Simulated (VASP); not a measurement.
Wanted: the native input for a VASP 6.6.1 run.

- Task: single point
- Functional: r2SCAN
- Potentials or basis: VASP PAW PBE potentials, release 64 (Mg, S)
- Cutoff: 520 eV
- k mesh: 12 × 12 × 4
- Occupations: gaussian, width 0.01 eV
- Spin: no spin polarisation
- Dipole correction: no
- Further INCAR settings: ALGO = Normal; EDIFF = 1e-06; NBANDS = 16

The system is MgS.

```xyz
4
Lattice="3.6454 0.0000 0.0000 -1.8227 3.1570 0.0000 0.0000 0.0000 5.8449" Properties=species:S:1:pos:R:3 pbc="T T T"
Mg    0.0000    0.0000    0.0000
Mg    0.0000    0.0000    2.9225
S     0.0000    2.1047    1.4612
S     1.8227    1.0523    4.3837
```

This cell differs from its parent crystal: uniaxial z strain -4.9%.

These files were run (other wordings do the same):

POSCAR

```
MgS
1.0
    3.6454348054      0.0000000000      0.0000000000
   -1.8227174027      3.1570391493      0.0000000000
    0.0000000000      0.0000000000      5.8449061744
Mg S
2 2
Direct
    0.0000000000      0.0000000000      0.0000000000
    0.0000000000      0.0000000000      0.5000000000
    0.3333333333      0.6666666667      0.2500000000
    0.6666666667      0.3333333333      0.7500000000
```

INCAR.step1

```
SYSTEM = MgS
PREC = Accurate ; ENCUT = 520
ISMEAR = 0 ; SIGMA = 0.01
LREAL = .False. ; LASPH = .True.
NELM = 80 ; NBANDS = 16
GGA = PE ; ALGO = Normal
EDIFF = 1E-4 ; LWAVE = .True.
LCHARG = .False.
```

INCAR.step2

```
SYSTEM = MgS
PREC = Accurate ; ENCUT = 520
EDIFF = 1E-6 ; ISMEAR = 0
SIGMA = 0.01 ; LREAL = .False.
LASPH = .True. ; NELM = 80
ALGO = Normal ; ISIF = 2
LWAVE = .False. ; LCHARG = .True.
METAGGA = R2SCAN ; LMIXTAU = .True.
LELF = .True. ; LVHAR = .True.
NBANDS = 16 ; ISTART = 1
```

KPOINTS

```
regular mesh
0
Gamma
  12 12 4
  0 0 0
```

Potentials or basis: VASP PAW PBE potentials, release 64 (Mg, S).

The run is started by

```console
$ cat potpaw_PBE.64/Mg/POTCAR potpaw_PBE.64/S/POTCAR > POTCAR
$ cp INCAR.step1 INCAR
$ mpirun -np 1 vasp_std > vasp.out
$ cp INCAR.step2 INCAR
$ mpirun -np 1 vasp_std > vasp.out
```

It gave:

```yaml
Pressure: 4.2 GPa
Band_gap_on_the_k_mesh: 4.14 eV (least direct gap 4.67 eV)
```

Caveat: the cell differs from its parent crystal (uniaxial z strain -4.9%); the cell stands under pressure; the PAW data sets were made with another functional, which shifts forces and pressure a little.

Wall time 3.9 min on 1 thread of AMD EPYC 7R13 Processor (Zen 3), with other jobs on the host, peak memory 0.2 GiB.
